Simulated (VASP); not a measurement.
# Pt (Fm-3m) in VASP: notebook

Runs on Pt. Level: PBEsol. Tasks: single point, relaxation of cell and atoms.

Everything below comes from runs of VASP 6.6.1. Logs are shortened: lines on timing, memory, paths and dates and some standing lists are left out, and cuts for length are marked.

### 1 The cell of the first run

The structure is cubic, space group Fm-3m (No. 225). The conventional cell has a = 3.917 Å, b = 3.917 Å, c = 3.917 Å, α = 90.00°, β = 90.00°, γ = 90.00°. Pt (site symmetry m-3m) has 12 Pt at 2.77 Å within 3.7 Å.

### 2 Single point, PBEsol

Input file INCAR:

```
  PREC = Accurate
  ENCUT = 520
  EDIFF = 1E-6
  ISMEAR = -1
  SIGMA = 0.05
  LREAL = False
  LASPH = True
  NELM = 100
  ALGO = Normal
  ISIF = 2
  LWAVE = False
  LCHARG = False
  GGA = PS
  NBANDS = 11
```

Input file KPOINTS:

```
Automatic mesh
0
Gamma
  9 9 9
```

Input file POSCAR:

```
Pt
1.0
    0.0000000000      1.9582638110      1.9582638110
    1.9582638110      0.0000000000      1.9582638110
    1.9582638110      1.9582638110      0.0000000000
Pt
1
Direct
    0.0000000000      0.0000000000      0.0000000000
```

Potentials or basis: VASP PAW PBE potentials, release 64 (Pt).

On the command line:

```bash
$ cat potpaw_PBE.64/Pt/POTCAR > POTCAR
$ mpirun -np 1 vasp_std > vasp.out
```

OUTCAR:

```text
PREC = Accurate
   ENCUT = 520
   EDIFF = 1E-6
   ISMEAR = -1
   LREAL = False
   LASPH = True
   NELM = 100
   ISIF = 2
   GGA = PS

 ion  position               nearest neighbor table
   1  0.000  0.000  0.000-

  LATTYP: Found a face centered cubic cell.
 ALAT       =     3.9165276220

  Lattice vectors:

 A1 = (   0.0000000000,   1.9582638110,   1.9582638110)
 A2 = (   1.9582638110,   0.0000000000,   1.9582638110)
 A3 = (   1.9582638110,   1.9582638110,   0.0000000000)

Analysis of symmetry for initial positions (statically):
=====================================================================
 Subroutine PRICEL returns:
 Original cell was already a primitive cell.

 Routine SETGRP: Setting up the symmetry group for a
 face centered cubic supercell.

 Subroutine GETGRP returns: Found 48 space group operations
 (whereof 48 operations were pure point group operations)
 out of a pool of 48 trial point group operations.

The static configuration has the point symmetry O_h .

Analysis of symmetry for dynamics (positions and initial velocities):
=====================================================================
 Subroutine PRICEL returns:
 Original cell was already a primitive cell.

 Routine SETGRP: Setting up the symmetry group for a
 face centered cubic supercell.

 Subroutine GETGRP returns: Found 48 space group operations
 (whereof 48 operations were pure point group operations)
 out of a pool of 48 trial point group operations.

The dynamic configuration has the point symmetry O_h .

 Subroutine INISYM returns: Found 48 space group operations
 (whereof 48 operations are pure point group operations),
 and found     1 'primitive' translations

----------------------------------------------------------------------------------------

                                     Primitive cell

  volume of cell :      15.0191

  direct lattice vectors                    reciprocal lattice vectors
     0.000000000  1.958263811  1.958263811    -0.255328213  0.255328213  0.255328213
     1.958263811  0.000000000  1.958263811     0.255328213 -0.255328213  0.255328213
     1.958263811  1.958263811  0.000000000     0.255328213  0.255328213 -0.255328213

  length of vectors
     2.769403240  2.769403240  2.769403240     0.442241438  0.442241438  0.442241438

  position of ions in fractional coordinates (direct lattice)
     0.000000000  0.000000000  0.000000000

  ion indices of the primitive-cell ions
   primitive index   ion index
                 1           1

----------------------------------------------------------------------------------------

 KPOINTS: Automatic mesh

Automatic generation of k-mesh.
 Grid dimensions read from file:
 generate k-points for:    9    9    9

 Generating k-lattice:

  Cartesian coordinates                     Fractional coordinates (reciprocal lattice)
    -0.028369801  0.028369801  0.028369801     0.111111111  0.000000000  0.000000000
     0.028369801 -0.028369801  0.028369801     0.000000000  0.111111111  0.000000000
     0.028369801  0.028369801 -0.028369801     0.000000000  0.000000000  0.111111111

  Length of vectors
     0.049137938  0.049137938  0.049137938

  Shift w.r.t. Gamma in fractional coordinates (k-lattice)
     0.000000000  0.000000000  0.000000000

 Subroutine IBZKPT returns following result:
 ===========================================

 Found     35 irreducible k-points:

 Following reciprocal coordinates:
            Coordinates               Weight
  0.000000  0.000000  0.000000      1.000000
  0.111111  0.000000  0.000000      8.000000
  0.222222  0.000000  0.000000      8.000000
  0.333333  0.000000  0.000000      8.000000
  0.444444  0.000000  0.000000      8.000000
  0.111111  0.111111  0.000000      6.000000
[... 16 lines left out ...]
 -0.333333  0.333333  0.000000     12.000000
  0.444444  0.444444  0.000000      6.000000
 [... further k-points ...]
   k-points           NKPTS =     35   k-points in BZ     NKDIM =     35   number of bands    NBANDS=     11
   number of dos      NEDOS =    301   number of ions     NIONS =      1
   total plane-waves  NPLWV =  13824
   dimension x,y,z NGX =    24 NGY =   24 NGZ =   24
   dimension x,y,z NGXF=    48 NGYF=   48 NGZF=   48
   ions per type =               1
   NGX,Y,Z   is equivalent  to a cutoff of  14.41, 14.41, 14.41 a.u.
   NGXF,Y,Z  is equivalent  to a cutoff of  28.81, 28.81, 28.81 a.u.
 SYSTEM =  unknown system
   PREC   = accura    normal or accurate (medium, high low for compatibility)
   ISTART =      0    job   : 0-new  1-cont  2-samecut
   ICHARG =      2    charge: 1-file 2-atom 10-const
   ISPIN  =      1    spin polarized calculation?
   LNONCOLLINEAR =      F non collinear calculations
   LSORBIT =      F    spin-orbit coupling
   LASPH  =      T    aspherical Exc in radial PAW
   ENCUT  =  520.0 eV  38.22 Ry    6.18 a.u.   5.15  5.15  5.15*2*pi/ulx,y,z
   NELM   =    100;   NELMIN=  2; NELMDL= -5     # of ELM steps
   EDIFF  = 0.1E-05   stopping-criterion for ELM
   LREAL  =      F    real-space projection
   EDIFFG = 0.1E-04   stopping-criterion for IOM
   NSW    =      0    number of steps for IOM
   IBRION =     -1    ionic relax: 0-MD 1-quasi-New 2-CG
   NFREE  =      0    steps in history (QN), initial steepest desc. (CG)
   ISIF   =      2    stress and relaxation
   ISYM   =      2    0-nonsym 1-usesym 2-fastsym
   POTIM  = 0.5000    time-step for ionic-motion
   TEBEG  =    0.0;   TEEND  =   0.0 temperature during run
   PSTRESS=    0.0 pullay stress
   NELECT =      10.0000    total number of electrons
   NUPDOWN=      -1.0000    fix difference up-down
   EMIN   =  10.00;   EMAX   =-10.00  energy-range for DOS
   EFERMI =   0.00;   METHOD = LEGACY
   ISMEAR =    -1;   SIGMA  =   0.05  broadening in eV -4-tet -1-fermi 0-gaus
   EFERMI_NEDOS =   21; number of points for ismear=-14 and -15
   IALGO  =     38    algorithm
   IMIX   =      4    mixing-type and parameters
     AMIX     =   0.40;   BMIX     =  1.00
     AMIX_MAG =   1.60;   BMIX_MAG =  1.00
  volume/ion in A,a.u.               =      15.02       101.35
  Fermi-wavevector in a.u.,A,eV,Ry     =   1.429531  2.701422 27.804314  2.043559
  Thomas-Fermi vector in A             =   2.549475
   LORBIT       =      0    0 simple, 1 ext, 2 COOP (PROOUT), +10 PAW based schemes
   GGA     = PS    functional components
   LHFCALC =     F    Hartree Fock is set to
   AEXX    =    0.0000 exact exchange contribution
   IVDW    =     0    specifies the selected vdW correction
   LEPSILON=     F    determine dielectric tensor
   LRPA    =     F    only Hartree local field effects (RPA)
 non-spin polarized calculation
  energy-cutoff  :      520.00
  volume of cell :       15.02
 maximum number of plane-waves:       419
 NGX is ok and might be reduce to    24
   NGX = 11   NGY = 11   NGZ = 11

 number of electron      10.0000000 magnetization

 Free energy of the ion-electron system (eV)
  ---------------------------------------------------
  ext. energy  EPLUGINS =         0.00000000
  ---------------------------------------------------
  free energy    TOTEN  =        -6.99923054 eV

  energy without entropy =       -6.98772420  energy(sigma->0) =       -6.99347737

 E-fermi :  11.2000     XC(G=0): -13.6513

 val. band max:       11.1459209820   @ k =   0.4444   0.4444   0.0000
 cond. band min:      11.2075216011   @ k =   0.4444   0.1111   0.0000
 fundamental gap:      0.0616006191
 Fermi energy:        11.2000028263

 k-point     1 :       0.0000    0.0000    0.0000
  band No.  band energies     occupation
      1       0.8326      2.00000
      2       7.3484      2.00000
      3       7.3484      2.00000
      4       7.3484      2.00000
      5       9.5449      2.00000
      6       9.5449      2.00000
      7      25.7856      0.00000
      8      30.7698      0.00000
      9      30.7698      0.00000
     10      30.7698      0.00000
     11      36.0818      0.00000

 k-point     2 :       0.1111    0.0000    0.0000
  band No.  band energies     occupation
      1       1.3217      2.00000
      2       7.1446      2.00000
      3       7.5306      2.00000
      4       7.5306      2.00000
      5       9.4543      2.00000
      6       9.4543      2.00000
      7      26.5189      0.00000
      8      28.6861      0.00000
      9      31.5245      0.00000
     10      31.5245      0.00000
     11      37.6769      0.00000

 k-point     3 :       0.2222    0.0000    0.0000
  band No.  band energies     occupation
      1       2.5607      2.00000
      2       6.9184      2.00000
      3       7.7456      2.00000
      4       7.7456      2.00000
      5       9.5729      2.00000
      6       9.5729      2.00000
      7      25.3679      0.00000
      8      27.6091      0.00000
      9      33.4339      0.00000
     10      33.4339      0.00000
     11      34.8263      0.00000

 k-point     4 :       0.3333    0.0000    0.0000
  band No.  band energies     occupation
      1       3.5795      2.00000
      2       7.5522      2.00000
      3       7.5522      2.00000
      4       7.8245      2.00000
      5      10.3491      2.00000
      6      10.3491      2.00000
      7      21.4818      0.00000
      8      26.5637      0.00000
      9      32.5620      0.00000
     10      32.5620      0.00000
     11      36.2429      0.00000

 k-point     5 :       0.4444    0.0000    0.0000
  band No.  band energies     occupation
      1       3.7623      2.00000
      2       7.3233      2.00000
      3       7.3233      2.00000
      4      10.0505      2.00000
      5      11.1090      1.72118
      6      11.1090      1.72117
      7      17.7552      0.00000
      8      25.4818      0.00000
      9      30.4423      0.00000
     10      30.4423      0.00000
     11      39.2257      0.00000

 k-point     6 :       0.1111    0.1111    0.0000
  band No.  band energies     occupation
      1       1.4875      2.00000
      2       6.9275      2.00000
      3       7.6924      2.00000
      4       7.6924      2.00000
      5       9.0781      2.00000
      6       9.7189      2.00000
      7      26.8093      0.00000
      8      29.4717      0.00000
      9      30.7998      0.00000
     10      30.7998      0.00000
     11      39.4619      0.00000

 k-point     7 :       0.2222    0.1111    0.0000
  band No.  band energies     occupation
      1       2.5102      2.00000
      2       6.5465      2.00000
      3       7.9058      2.00000
      4       8.0324      2.00000
      5       8.9576      2.00000
      6       9.9436      2.00000
      7      26.9037      0.00000
      8      28.0562      0.00000
      9      30.9591      0.00000
     10      31.9547      0.00000
     11      35.7590      0.00000

 k-point     8 :       0.3333    0.1111    0.0000
  band No.  band energies     occupation
      1       3.7452      2.00000
      2       6.7257      2.00000
      3       7.4667      2.00000
      4       8.0008      2.00000
      5      10.0763      2.00000
      6      10.5813      1.99999
      7      23.0643      0.00000
      8      27.5832      0.00000
      9      30.4812      0.00000
     10      32.1352      0.00000
     11      36.4390      0.00000
[... 141 lines left out ...]
 k-point    19 :      -0.2222    0.2222    0.0000
  band No.  band energies     occupation
      1       4.7533      2.00000
      2       6.3904      2.00000
      3       7.1642      2.00000
      4       8.5434      2.00000
      5       9.0501      2.00000
      6      12.2248      0.00000
      7      22.9293      0.00000
      8      25.5466      0.00000
      9      29.0351      0.00000
     10      32.7131      0.00000
     11      34.1024      0.00000

 k-point    20 :       0.3333    0.3333    0.0000
  band No.  band energies     occupation
      1       4.2957      2.00000
      2       5.0822      2.00000
      3       9.0060      2.00000
      4      10.1373      2.00000
      5      10.1373      2.00000
      6      10.7471      1.99977
      7      25.6055      0.00000
      8      25.6055      0.00000
      9      26.3438      0.00000
     10      30.1684      0.00000
     11      32.3847      0.00000

 k-point    21 :       0.4444    0.3333    0.0000
  band No.  band energies     occupation
      1       4.4570      2.00000
      2       4.9739      2.00000
      3       9.0438      2.00000
      4      10.1840      2.00000
      5      11.3498      0.09527
      6      12.4856      0.00000
      7      21.6412      0.00000
      8      24.5021      0.00000
      9      24.5872      0.00000
     10      31.4047      0.00000
     11      34.0054      0.00000

 k-point    22 :      -0.4444    0.3333    0.0000
  band No.  band energies     occupation
      1       4.7503      2.00000
      2       5.4927      2.00000
      3       8.3839      2.00000
      4       9.8108      2.00000
      5      11.2626      0.44481
      6      16.0605      0.00000
      7      17.8873      0.00000
      8      22.5992      0.00000
      9      25.4342      0.00000
     10      31.2621      0.00000
     11      37.0152      0.00000

 k-point    23 :      -0.3333    0.3333    0.0000
  band No.  band energies     occupation
      1       5.2492      2.00000
      2       6.2315      2.00000
      3       7.4234      2.00000
      4       9.2771      2.00000
      5      10.5341      2.00000
      6      15.4754      0.00000
      7      19.9488      0.00000
      8      20.8873      0.00000
      9      27.8966      0.00000
     10      30.0924      0.00000
     11      37.7718      0.00000

 k-point    24 :       0.4444    0.4444    0.0000
  band No.  band energies     occupation
      1       4.0876      2.00000
      2       4.5557      2.00000
      3      11.1459      1.49361
      4      11.4553      0.01205
      5      11.4553      0.01205
      6      12.0637      0.00000
      7      21.1216      0.00000
      8      22.9254      0.00000
      9      22.9254      0.00000
     10      31.1191      0.00000
     11      34.3862      0.00000

 [... further k-points ...]
[... 5 lines left out ...]
  --------------------------------------------------------------------------------------
  -------------------------------------------------------------------------------------
  Total       -0.0390482     -0.0390482     -0.0390482     -0.0000000     -0.0000000      0.0000000
  in kB       -4.1655042     -4.1655042     -4.1655042     -0.0000000     -0.0000000      0.0000000
  external PRESSURE =      -4.1655042 kB  Pullay stress =       0.0000000 kB

 VOLUME and BASIS-vectors are now :
 -----------------------------------------------------------------------------
  energy-cutoff  :      520.00
  volume of cell :       15.02
      direct lattice vectors                 reciprocal lattice vectors
     0.000000000  1.958263811  1.958263811    -0.255328213  0.255328213  0.255328213
     1.958263811  0.000000000  1.958263811     0.255328213 -0.255328213  0.255328213
     1.958263811  1.958263811  0.000000000     0.255328213  0.255328213 -0.255328213

 POSITION                                       TOTAL-FORCE (eV/Angst)
 -----------------------------------------------------------------------------------
      0.00000      0.00000      0.00000         0.000000     -0.000000     -0.000000
 -----------------------------------------------------------------------------------
    total drift:                               -0.000000      0.000000     -0.000000

  FREE ENERGIE OF THE ION-ELECTRON SYSTEM (eV)
  ---------------------------------------------------
  free  energy   TOTEN  =        -6.9992305405 eV

  energy  without entropy=       -6.9877241993  energy(sigma->0) =       -6.99347737
```

Run time: 4.7 s. Hardware: 1 thread of Intel Xeon Platinum 8488C (Sapphire Rapids), shared host; peak memory 0.14 GiB.

What came out:

| Quantity | Value |
| --- | --- |
| Free energy | -6.9992 eV |
| Pressure | -0.4 GPa |
| Band gap on the k mesh | zero (band 5 reaches 11.54 eV, above the bottom of band 6 at 9.45 eV) |

Caveat: the PAW data sets were made with another functional, which shifts forces and pressure a little; spin-orbit coupling is left out, which moves the levels of the heavy elements.

### 3 Relaxation of cell and atoms, PBEsol

This run uses another cell than the first one, of 15.08 Å³/atom, 1.004 times its volume.

Input file INCAR:

```
PREC = Accurate ; ENCUT = 600
EDIFF = 1E-7 ; ISMEAR = -1
SIGMA = 0.05 ; LREAL = F
LASPH = T ; NELM = 100
ALGO = Normal ; ISIF = 3
LWAVE = F ; LCHARG = F
GGA = PS ; IBRION = 2
NSW = 80 ; EDIFFG = -0.03
```

Input file KPOINTS:

```
regular mesh
0
Gamma
  9 9 9
```

Input file POSCAR:

```
Pt
1.0
    0.0000000000      1.9609000000      1.9609000000
    1.9609000000      0.0000000000      1.9609000000
    1.9609000000      1.9609000000      0.0000000000
Pt
1
Direct
    0.0000000000      0.0000000000      0.0000000000
```

Potentials or basis: VASP PAW PBE potentials, release 64 (Pt).

On the command line:

```bash
$ cat potpaw_PBE.64/Pt/POTCAR > POTCAR
$ mpirun -np 1 vasp_std > vasp.out
```

OUTCAR:

```text
PREC = Accurate
   ENCUT = 600
   EDIFF = 1E-7
   ISMEAR = -1
   LREAL = F
   LASPH = T
   NELM = 100
   ISIF = 3
   GGA = PS
   IBRION = 2
   NSW = 80
   EDIFFG = -0.03

 ion  position               nearest neighbor table
   1  0.000  0.000  0.000-

  LATTYP: Found a face centered cubic cell.
 ALAT       =     3.9218000000

  Lattice vectors:

 A1 = (   0.0000000000,   1.9609000000,   1.9609000000)
 A2 = (   1.9609000000,   0.0000000000,   1.9609000000)
 A3 = (   1.9609000000,   1.9609000000,   0.0000000000)

Analysis of symmetry for initial positions (statically):
=====================================================================
 Subroutine PRICEL returns:
 Original cell was already a primitive cell.

 Routine SETGRP: Setting up the symmetry group for a
 face centered cubic supercell.

[... 244 lines left out ...]

 E-fermi :  11.2214     XC(G=0): -13.6577

 val. band max:       11.1672786570   @ k =   0.4444   0.4444   0.0000
 cond. band min:      11.2290570710   @ k =   0.4444   0.1111   0.0000
 fundamental gap:      0.0617784140
 Fermi energy:        11.2214442795

 k-point     1 :       0.0000    0.0000    0.0000
  band No.  band energies     occupation
      1       0.8415      2.00000
      2       7.3627      2.00000
      3       7.3627      2.00000
      4       7.3627      2.00000
      5       9.5632      2.00000
      6       9.5632      2.00000
      7      25.8038      0.00000
      8      30.7943      0.00000
      9      30.7943      0.00000
[... 265 lines left out ...]
 k-point    24 :       0.4444    0.4444    0.0000
  band No.  band energies     occupation
      1       4.0967      2.00000
      2       4.5652      2.00000
      3      11.1673      1.49424
      4      11.4772      0.01193
      5      11.4772      0.01193
      6      12.0830      0.00000
      7      21.1551      0.00000
      8      22.9510      0.00000
      9      22.9510      0.00000

 [... further k-points ...]
[... 5 lines left out ...]
  --------------------------------------------------------------------------------------
  -------------------------------------------------------------------------------------
  Total        0.0000072      0.0000072      0.0000072      0.0000000      0.0000000     -0.0000000
  in kB        0.0007724      0.0007724      0.0007724      0.0000000      0.0000000     -0.0000000
  external PRESSURE =       0.0007724 kB  Pullay stress =       0.0000000 kB
[... 16 lines left out ...]
  FREE ENERGIE OF THE ION-ELECTRON SYSTEM (eV)
  ---------------------------------------------------
  free  energy   TOTEN  =        -6.9992989788 eV

  energy  without entropy=       -6.9878241753  energy(sigma->0) =       -6.99356158

 reached required accuracy - stopping structural energy minimisation
```

Wall time 11 s (1 thread of Intel Xeon Platinum 8488C (Sapphire Rapids), shared host); peak memory 0.14 GiB.

Results:

```
Free energy                            : -6.9993 eV
Relaxed volume                         : 15.00 Å³/atom
Relaxed cell                           : a = 2.768 Å, b = 2.768 Å, c = 2.768 Å, α = 60.00°, β = 60.00°, γ = 60.00°
Space group after relaxing (to 0.05 Å) : Fm-3m (No. 225)
Energy gained by relaxing              : 0.4 meV/atom
Ionic steps                            : 3
Pressure after relaxing                : 0.0 GPa
Band gap on the k mesh                 : zero (band 5 reaches 11.56 eV, above the bottom of band 6 at 9.47 eV)
```

Step by step:
```tsv
step	energy change (eV)	largest force (eV/Å)	pressure (GPa)	volume (Å³)
1	0.0000	0.0000	-1.48	15.08
2	0.0028	0.0000	4.57	14.78
3	-0.0004	0.0000	0.00	15.00
```

Final structure:
```yaml
crystal:
  lattice:
    - [0.00000, 1.95755, 1.95755]
    - [1.95755, 0.00000, 1.95755]
    - [1.95755, 1.95755, 0.00000]
  atoms:
    - { symbol: Pt, position: [0.00000, 0.00000, 0.00000] }
```

Caveat: the PAW data sets were made with another functional, which shifts forces and pressure a little; spin-orbit coupling is left out, which moves the levels of the heavy elements.
